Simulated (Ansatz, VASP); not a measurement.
This is a calculation of TePb for VASP 6.6.1.

File POSCAR:

```
TePb
1.0
    0.0000000000      3.1650427173      3.1650427173
    3.1650427173      0.0000000000      3.1650427173
    3.1650427173      3.1650427173      0.0000000000
Pb Te
1 1
Direct
    0.0000000000      0.0000000000      0.0000000000
    0.5000000000      0.5000000000      0.5000000000
```

The input INCAR.step1:

```
SYSTEM = TePb
PREC = Accurate ; ENCUT = 520
EDIFF = 1E-5 ; ISMEAR = -1
SIGMA = 0.05 ; LREAL = .False.
LASPH = .True. ; NELM = 80
ALGO = Normal ; ISIF = 2
LWAVE = .True. ; LCHARG = .False.
GGA = PE ; NBANDS = 17
```

File INCAR.step2:

```
SYSTEM = TePb
PREC = Accurate ; ENCUT = 520
EDIFF = 1E-7 ; ISMEAR = -1
SIGMA = 0.05 ; LREAL = .False.
LASPH = .True. ; NELM = 80
ALGO = Normal ; ISIF = 2
LWAVE = .False. ; LCHARG = .False.
GGA = B5 ; LHFCALC = .True.
AEXX = 0.5 ; ALDAX = 0.5
AGGAX = 0.5 ; AGGAC = 1.0
ALDAC = 0.0 ; PRECFOCK = Normal
ISTART = 1 ; NBANDS = 17
```

Contents of KPOINTS:

```
Automatic mesh
0
Gamma
  4 4 4
  0 0 0
```

Potentials or basis: VASP PAW PBE potentials, release 64 (Pb_d, Te).

The run is started by

```bash
$ cat potpaw_PBE.64/Pb_d/POTCAR potpaw_PBE.64/Te/POTCAR > POTCAR
$ cp INCAR.step1 INCAR
$ mpirun -np 1 vasp_std > vasp.out
$ cp INCAR.step2 INCAR
$ mpirun -np 1 vasp_std > vasp.out
```

Set up the same calculation for Ansatz 0.2.0. Potentials there: Ansatz PAW.

As run (the cutoff follows the program's own potentials):

Contents of input.yaml:

```yaml
crystal:
  lattice:
    - [0.0, 3.1650427173, 3.1650427173]
    - [3.1650427173, 0.0, 3.1650427173]
    - [3.1650427173, 3.1650427173, 0.0]
  atoms:
    - { symbol: Pb, position: [0.0, 0.0, 0.0] }
    - { symbol: Te, position: [0.5, 0.5, 0.5] }
hamiltonian:
  xc: { name: BHLYP }
  pseudopotentials: { kind: paw }
kpoints:
  mp_grid: { grid: [4, 4, 4] }
scf:
  occupations: { method: fermi_dirac, width: 0.05 }
output:
  forces: true
  stress: true
  eigenvalues: true
```

Potentials or basis: Ansatz PAW.

Run with:

```sh
$ ansatz run input.yaml --threads 2 --pin off --max-ram 5632MiB --backend cpu --events-out ev --progress --plain --runs-dir out
```

Both were run:

|  | VASP | Ansatz | Ansatz less VASP |
| --- | --- | --- | --- |
| gap on the k mesh at the Fermi level (eV) | 2.72 | 2.74 | +0.014 |
| least direct gap on the mesh (eV) | 2.72 | 2.74 | +0.014 |
| pressure (GPa) | 6.8 | 7.5 | +0.70 |

VASP's potentials were made for PBE, not for BHLYP. With one functional, cell and mesh, what is left measures potentials, basis and numerics. VASP's potentials hold 20 valence electrons a cell and Ansatz's 30, so a difference there can come from the potentials and not from the codes.

The k mesh is coarse, so the values compare programs but aren't converged. Neither program's run includes spin-orbit coupling.
